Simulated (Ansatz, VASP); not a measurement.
WS2: VASP beside Ansatz

File INCAR:

```
SYSTEM = WS2
PREC = Accurate
ENCUT = 600
EDIFF = 1E-7
ISMEAR = -1
SIGMA = 0.05
LREAL = .False.
LASPH = .True.
NELM = 60
ALGO = Normal
ISIF = 3
LWAVE = .False.
LCHARG = .False.
GGA = B5
ALDAX = 1.0
AGGAX = 1.0
AGGAC = 1.0
ALDAC = 0.0
IVDW = 12
VDW_S6 = 1.0
VDW_S8 = 2.6996
VDW_A1 = 0.4298
VDW_A2 = 4.2359
IBRION = 2
NSW = 60
EDIFFG = -0.01
```

The input KPOINTS:

```
Automatic mesh
0
Gamma
  10 10 2
  0 0 0
```

File POSCAR:

```
WS2
1.0
    3.1835163552      0.0000000000      0.0000000000
   -1.5917581776      2.7570060369      0.0000000000
    0.0000000000      0.0000000000     16.9505778900
W S
1 2
Direct
    0.0000000000      0.0000000000      0.0000000000
    0.3333333333      0.6666666667      0.0920005100
    0.3333333333      0.6666666667      0.9079994900
```

The input input.yaml:

```yaml
crystal:
  lattice:
    - [3.1835163552, 0.0, 0.0]
    - [-1.5917581776, 2.7570060369, 0.0]
    - [0.0, 0.0, 16.95057789]
  atoms:
    - { symbol: W, position: [0.0, 0.0, 0.0] }
    - { symbol: S, position: [0.3333333333, 0.6666666667, 0.09200051] }
    - { symbol: S, position: [0.3333333333, 0.6666666667, 0.90799949] }
hamiltonian:
  xc: blyp
  pseudopotentials: { kind: paw }
  dispersion: d3bj
kpoints:
  mp_grid: { grid: [10, 10, 2] }
scf:
  occupations: { method: fermi_dirac, width: 0.05 }
output:
  forces: true
  stress: true
relax:
  f_tol: 0.01
  max_steps: 40
  cell: { stress_tol: 0.05 }
```

Alike in both runs: task relaxation of cell and atoms; functional BLYP; dispersion D3(BJ); k mesh 10 × 10 × 2; occupations fermi-dirac, width 0.05 eV; no spin polarisation.

|  | VASP | Ansatz |
| --- | --- | --- |
| version | VASP 6.6.1 | Ansatz 0.2.0 |
| potentials or method | VASP PAW PBE potentials, release 64 (W_sv, S) | Ansatz PAW |
| plane-wave cutoff (eV) | 600 | 420 |
| valence electrons in the cell | 26 | 26 |

VASP gave:

| Property | Result |
| --- | --- |
| relaxed volume (Å³/atom) | 50.40 |
| relaxed length of the cell vector where the two differ most in proportion (Å) | 17.100 |

Question: What did Ansatz give for the same quantities?

Answer: Relaxed volume (Å³/atom): 18.94; relaxed length of the cell vector where the two differ most in proportion (Å): 6.487.

VASP's potentials were made for PBE, not for BLYP. One of these differences is far larger than is usual between the two programs; its cause wasn't traced.

Spin-orbit coupling is off throughout. Noted on Ansatz's run: the volume moved by over 15 % at a fixed basis, so the end points are rough; the plane-wave basis is chosen anew once the cell has moved, so the energies of steps on either side of that aren't comparable.
